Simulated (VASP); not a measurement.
# Bi2Se3 (R-3m) in VASP: single point with PBE

Aim: the single point of Bi2Se3 with PBE.

Program: VASP 6.6.1. These are calculated values, not measurements. Logs are shortened: lines on timing, memory, paths and dates and some standing lists are left out, and cuts for length are marked.

### 1 The cell of the first run

Symmetry: R-3m, No. 166, trigonal system. Conventional cell: a = 3.930 Å, b = 3.930 Å, c = 27.702 Å, α = 90.00°, β = 90.00°, γ = 120.00°. Bi (site symmetry 3m) has 6 Se at 2.80 to 2.97 Å within 3.7 Å. Within 3.7 Å of Se (site symmetry 3m) lie 3 Bi at 2.80 Å and 3 Se at 3.11 Å. Se (site symmetry -3m) has 6 Bi at 2.97 Å and 6 Se at 3.93 Å within 4.0 Å.

### 2 Single point, PBE (z stretched by +1 %, then relaxed in part)

INCAR reads:

```
SYSTEM = Bi2Se3
ALGO     = Normal         ! electronic algorithm
EDIFF    = 1E-6           ! SCF threshold, eV
ENCUT    = 520            ! plane-wave cutoff, eV
GGA      = PE             ! functional
ISIF     = 2              ! what is computed and relaxed
ISMEAR   = -1             ! smearing method
LASPH    = .TRUE.         ! aspherical terms in the spheres
LCHARG   = .FALSE.        ! write CHGCAR
LREAL    = .FALSE.        ! projectors in reciprocal space
LWAVE    = .FALSE.        ! write WAVECAR
NBANDS   = 32             ! bands
NELM     = 80             ! most SCF steps
PREC     = Accurate       ! precision mode
SIGMA    = 0.05           ! smearing width, eV
```

KPOINTS reads:

```
k-points
0
G
  14 14 14
  0 0 0
```

POSCAR reads:

```
Bi2Se3
1.0
    1.9649607440      1.1344706145      9.2340904547
   -1.9649607440      1.1344706145      9.2340904547
    0.0000000000     -2.2689412290      9.2340904547
Bi Se
2 3
Direct
    0.5974591575      0.5974591575      0.5974591575
    0.4025408425      0.4025408425      0.4025408425
    0.7950321557      0.7950321557      0.7950321557
    0.2049678443      0.2049678443      0.2049678443
    0.0000000000      0.0000000000      0.0000000000
```

Potentials or basis: VASP PAW PBE potentials, release 64 (Bi_d, Se).

Launch:

```bash
$ cat potpaw_PBE.64/Bi_d/POTCAR potpaw_PBE.64/Se/POTCAR > POTCAR
$ mpirun -np 1 vasp_std > vasp.out
```

OUTCAR:

```text
SYSTEM = Bi2Se3
   EDIFF = 1E-6
   ENCUT = 520
   GGA = PE
   ISIF = 2
   ISMEAR = -1
   LASPH = .TRUE.
   LREAL = .FALSE.
   NELM = 80
   PREC = Accurate

 ion  position               nearest neighbor table
   1  0.597  0.597  0.597-   4 2.80   4 2.80   4 2.80   5 2.97   5 2.97   5 2.97
   2  0.403  0.403  0.403-   3 2.80   3 2.80   3 2.80   5 2.97   5 2.97   5 2.97
   3  0.795  0.795  0.795-   2 2.80   2 2.80   2 2.80
   4  0.205  0.205  0.205-   1 2.80   1 2.80   1 2.80
   5  0.000  0.000  0.000-   1 2.97   1 2.97   2 2.97   2 2.97   1 2.97   2 2.97

  LATTYP: Found a trigonal (rhomboedric) cell.
 ALAT       =     9.5087602150
 COS(alpha) =     0.9145936895

  Lattice vectors:

 A1 = (   1.9649607440,   1.1344706145,   9.2340904547)
 A2 = (  -1.9649607440,   1.1344706145,   9.2340904547)
 A3 = (   0.0000000000,  -2.2689412290,   9.2340904547)

Analysis of symmetry for initial positions (statically):
=====================================================================
 Subroutine PRICEL returns:
 Original cell was already a primitive cell.

 Routine SETGRP: Setting up the symmetry group for a
 trigonal (rhombohedral) supercell.

 Subroutine GETGRP returns: Found 12 space group operations
 (whereof 12 operations were pure point group operations)
 out of a pool of 12 trial point group operations.

The static configuration has the point symmetry D_3d.

Analysis of symmetry for dynamics (positions and initial velocities):
=====================================================================
 Subroutine PRICEL returns:
 Original cell was already a primitive cell.

 Routine SETGRP: Setting up the symmetry group for a
 trigonal (rhombohedral) supercell.

 Subroutine GETGRP returns: Found 12 space group operations
 (whereof 12 operations were pure point group operations)
 out of a pool of 12 trial point group operations.

The dynamic configuration has the point symmetry D_3d.

 Subroutine INISYM returns: Found 12 space group operations
 (whereof 12 operations are pure point group operations),
 and found     1 'primitive' translations

----------------------------------------------------------------------------------------

                                     Primitive cell

  volume of cell :     123.5073

  direct lattice vectors                    reciprocal lattice vectors
     1.964960744  1.134470615  9.234090455     0.254458010  0.146911400  0.036098123
    -1.964960744  1.134470615  9.234090455    -0.254458010  0.146911400  0.036098123
     0.000000000 -2.268941229  9.234090455     0.000000000 -0.293822801  0.036098123

  length of vectors
     9.508760215  9.508760215  9.508760215     0.296031945  0.296031945  0.296031945

  position of ions in fractional coordinates (direct lattice)
     0.597459157  0.597459157  0.597459157
     0.402540843  0.402540843  0.402540843
     0.795032156  0.795032156  0.795032156
     0.204967844  0.204967844  0.204967844
     0.000000000  0.000000000  0.000000000

  ion indices of the primitive-cell ions
   primitive index   ion index
                 1           1
                 2           2
                 3           3
                 4           4
                 5           5

----------------------------------------------------------------------------------------

 KPOINTS: k-points

Automatic generation of k-mesh.
 Grid dimensions read from file:
 generate k-points for:   14   14   14

 Generating k-lattice:

  Cartesian coordinates                     Fractional coordinates (reciprocal lattice)
     0.018175572  0.010493671  0.002578437     0.071428571  0.000000000  0.000000000
    -0.018175572  0.010493671  0.002578437     0.000000000  0.071428571  0.000000000
     0.000000000 -0.020987343  0.002578437     0.000000000  0.000000000  0.071428571

  Length of vectors
     0.021145139  0.021145139  0.021145139

  Shift w.r.t. Gamma in fractional coordinates (k-lattice)
     0.000000000  0.000000000  0.000000000

 Subroutine IBZKPT returns following result:
 ===========================================

 Found    288 irreducible k-points:

 Following reciprocal coordinates:
            Coordinates               Weight
  0.000000  0.000000  0.000000      1.000000
  0.071429  0.000000 -0.000000      6.000000
  0.142857  0.000000 -0.000000      6.000000
  0.214286 -0.000000  0.000000      6.000000
  0.285714  0.000000 -0.000000      6.000000
  0.357143  0.000000  0.000000      6.000000
[... 16 lines left out ...]
  0.214286  0.142857  0.000000     12.000000
  0.285714  0.142857  0.000000     12.000000
 [... further k-points ...]
   k-points           NKPTS =    288   k-points in BZ     NKDIM =    288   number of bands    NBANDS=     32
   number of dos      NEDOS =    301   number of ions     NIONS =      5
   total plane-waves  NPLWV = 373248
   dimension x,y,z NGX =    72 NGY =   72 NGZ =   72
   dimension x,y,z NGXF=   144 NGYF=  144 NGZF=  144
   ions per type =               2   3
   NGX,Y,Z   is equivalent  to a cutoff of  12.59, 12.59, 12.59 a.u.
   NGXF,Y,Z  is equivalent  to a cutoff of  25.18, 25.18, 25.18 a.u.
 SYSTEM =  Bi2Se3
   PREC   = accura    normal or accurate (medium, high low for compatibility)
   ISTART =      0    job   : 0-new  1-cont  2-samecut
   ICHARG =      2    charge: 1-file 2-atom 10-const
   ISPIN  =      1    spin polarized calculation?
   LNONCOLLINEAR =      F non collinear calculations
   LSORBIT =      F    spin-orbit coupling
   LASPH  =      T    aspherical Exc in radial PAW
   ENCUT  =  520.0 eV  38.22 Ry    6.18 a.u.  17.68 17.68 17.68*2*pi/ulx,y,z
   NELM   =     80;   NELMIN=  2; NELMDL= -5     # of ELM steps
   EDIFF  = 0.1E-05   stopping-criterion for ELM
   LREAL  =      F    real-space projection
   EDIFFG = 0.1E-04   stopping-criterion for IOM
   NSW    =      0    number of steps for IOM
   IBRION =     -1    ionic relax: 0-MD 1-quasi-New 2-CG
   NFREE  =      0    steps in history (QN), initial steepest desc. (CG)
   ISIF   =      2    stress and relaxation
   ISYM   =      2    0-nonsym 1-usesym 2-fastsym
   POTIM  = 0.5000    time-step for ionic-motion
   TEBEG  =    0.0;   TEEND  =   0.0 temperature during run
   PSTRESS=    0.0 pullay stress
   NELECT =      48.0000    total number of electrons
   NUPDOWN=      -1.0000    fix difference up-down
   EMIN   =  10.00;   EMAX   =-10.00  energy-range for DOS
   EFERMI =   0.00;   METHOD = LEGACY
   ISMEAR =    -1;   SIGMA  =   0.05  broadening in eV -4-tet -1-fermi 0-gaus
   EFERMI_NEDOS =   21; number of points for ismear=-14 and -15
   IALGO  =     38    algorithm
   IMIX   =      4    mixing-type and parameters
     AMIX     =   0.40;   BMIX     =  1.00
     AMIX_MAG =   1.60;   BMIX_MAG =  1.00
  volume/ion in A,a.u.               =      24.70       166.69
  Fermi-wavevector in a.u.,A,eV,Ry     =   1.194697  2.257650 19.419605  1.427301
  Thomas-Fermi vector in A             =   2.330681
   LORBIT       =      0    0 simple, 1 ext, 2 COOP (PROOUT), +10 PAW based schemes
   GGA     = PE    functional components
   LHFCALC =     F    Hartree Fock is set to
   AEXX    =    0.0000 exact exchange contribution
   IVDW    =     0    specifies the selected vdW correction
   LEPSILON=     F    determine dielectric tensor
   LRPA    =     F    only Hartree local field effects (RPA)
 non-spin polarized calculation
  energy-cutoff  :      520.00
  volume of cell :      123.51
 maximum number of plane-waves:      3370
   NGX = 35   NGY = 35   NGZ = 35

 number of electron      47.9999998 magnetization

 Free energy of the ion-electron system (eV)
  ---------------------------------------------------
  ext. energy  EPLUGINS =         0.00000000
  ---------------------------------------------------
  free energy    TOTEN  =       -19.44316647 eV

  energy without entropy =      -19.44293941  energy(sigma->0) =      -19.44305294

 E-fermi :   7.1343     XC(G=0): -10.2007

 val. band max:        7.0108772210   @ k =   0.0714   0.0714   0.0714
 cond. band min:       7.1828961661   @ k =   0.0000   0.0000   0.0000
 fundamental gap:      0.1720189451
 Fermi energy:         7.1342581101

 k-point     1 :       0.0000    0.0000    0.0000
  band No.  band energies     occupation
      1     -16.5626      2.00000
      2     -16.5626      2.00000
      3     -16.5601      2.00000
      4     -16.5601      2.00000
      5     -16.5389      2.00000
      6     -16.5344      2.00000
[... 24 lines left out ...]
     31      12.0408      0.00000
     32      13.2312      0.00000

 k-point     2 :       0.0714    0.0000   -0.0000
  band No.  band energies     occupation
      1     -16.5637      2.00000
      2     -16.5609      2.00000
      3     -16.5603      2.00000
      4     -16.5578      2.00000
      5     -16.5376      2.00000
      6     -16.5331      2.00000
[... 24 lines left out ...]
     31      12.0661      0.00000
     32      12.7173      0.00000

 k-point     3 :       0.1429    0.0000   -0.0000
  band No.  band energies     occupation
      1     -16.5671      2.00000
      2     -16.5637      2.00000
      3     -16.5541      2.00000
      4     -16.5516      2.00000
      5     -16.5340      2.00000
      6     -16.5297      2.00000
[... 24 lines left out ...]
     31      11.5929      0.00000
     32      12.5212      0.00000

 k-point     4 :       0.2143   -0.0000    0.0000
  band No.  band energies     occupation
      1     -16.5731      2.00000
      2     -16.5685      2.00000
      3     -16.5457      2.00000
      4     -16.5431      2.00000
      5     -16.5348      2.00000
      6     -16.5291      2.00000
[... 654 lines left out ...]
     31      11.8096      0.00000
     32      12.3669      0.00000

 k-point    23 :       0.2143    0.1429    0.0000
  band No.  band energies     occupation
      1     -16.5695      2.00000
      2     -16.5656      2.00000
      3     -16.5500      2.00000
      4     -16.5480      2.00000
      5     -16.5322      2.00000
      6     -16.5290      2.00000
[... 24 lines left out ...]
     31      11.5876      0.00000
     32      12.1279      0.00000

 k-point    24 :       0.2857    0.1429    0.0000
  band No.  band energies     occupation
      1     -16.5724      2.00000
      2     -16.5679      2.00000
      3     -16.5456      2.00000
      4     -16.5450      2.00000
      5     -16.5331      2.00000
      6     -16.5330      2.00000
[... 24 lines left out ...]
     31      11.6085      0.00000
     32      11.7719      0.00000

 [... further k-points ...]

------------------------ aborting loop because EDIFF is reached ----------------------------------------

  FORCE on cell =-STRESS in cart. coord.  units (eV):
  Direction    XX          YY          ZZ          XY          YZ          ZX
  --------------------------------------------------------------------------------------
  -------------------------------------------------------------------------------------
  Total        9.1591265      9.1591265      7.6820257      0.0000000      0.0000000      0.0000000
  in kB      118.8152358    118.8152358     99.6537934      0.0000000      0.0000000      0.0000000
  external PRESSURE =     112.4280883 kB  Pullay stress =       0.0000000 kB

 VOLUME and BASIS-vectors are now :
 -----------------------------------------------------------------------------
  energy-cutoff  :      520.00
  volume of cell :      123.51
      direct lattice vectors                 reciprocal lattice vectors
     1.964960744  1.134470615  9.234090455     0.254458010  0.146911400  0.036098123
    -1.964960744  1.134470615  9.234090455    -0.254458010  0.146911400  0.036098123
     0.000000000 -2.268941229  9.234090455     0.000000000 -0.293822801  0.036098123

 POSITION                                       TOTAL-FORCE (eV/Angst)
 -----------------------------------------------------------------------------------
      0.00000      0.00000     16.55098         0.000000     -0.000000      0.010166
      0.00000      0.00000     11.15130         0.000000      0.000000     -0.010166
      0.00000      0.00000     22.02420         0.000000      0.000000      0.013045
      0.00000      0.00000      5.67807         0.000000     -0.000000     -0.013045
      0.00000      0.00000      0.00000         0.000000     -0.000000      0.000000
 -----------------------------------------------------------------------------------
    total drift:                                0.000000      0.000000     -0.000000

  FREE ENERGIE OF THE ION-ELECTRON SYSTEM (eV)
  ---------------------------------------------------
  free  energy   TOTEN  =       -19.4431664731 eV

  energy  without entropy=      -19.4429394081  energy(sigma->0) =      -19.44305294
```

It took 2.4 h on 1 thread of Oxide Virtual Turin-like, shared host; peak memory 1.4 GiB.

Results:

```yaml
Free_energy: -19.4432 eV
Pressure: 11.2 GPa
Largest_force: 0.013 eV/Å
Band_gap_on_the_k_mesh: 0.02 eV
```

Forces in eV/Å, atoms in the order of the input:
```
Bi   0.000  0.000  0.010
Bi   0.000  0.000 -0.010
Se   0.000  0.000  0.013
Se   0.000  0.000 -0.013
Se   0.000  0.000  0.000
```

Levels at points of the mesh, in eV from the valence-band top:
| k point | band 22 | band 23 | band 24 | band 25 | band 26 | band 27 |
| --- | --- | --- | --- | --- | --- | --- |
| (0.00, 0.00, 0.00) | -1.67 | -1.67 | 0.00 | 0.02 | 0.93 | 0.93 |
| (0.50, 0.00, 0.00) | -3.64 | -1.77 | -0.82 | 0.23 | 1.00 | 2.42 |
| (0.50, 0.50, 0.00) | -2.68 | -2.58 | -1.61 | 0.22 | 1.63 | 2.19 |
| (0.50, 0.50, 0.50) | -1.99 | -1.78 | -1.05 | 0.88 | 1.47 | 1.47 |

Caveat: the cell differs from its parent crystal (z stretched by +1 %, then relaxed in part); the cell stands under pressure; the smearing spreads over this small gap; spin-orbit coupling is left out, which moves the levels of the heavy elements.

The gap in the log of VASP goes by the Fermi energy; the results here count the filled bands.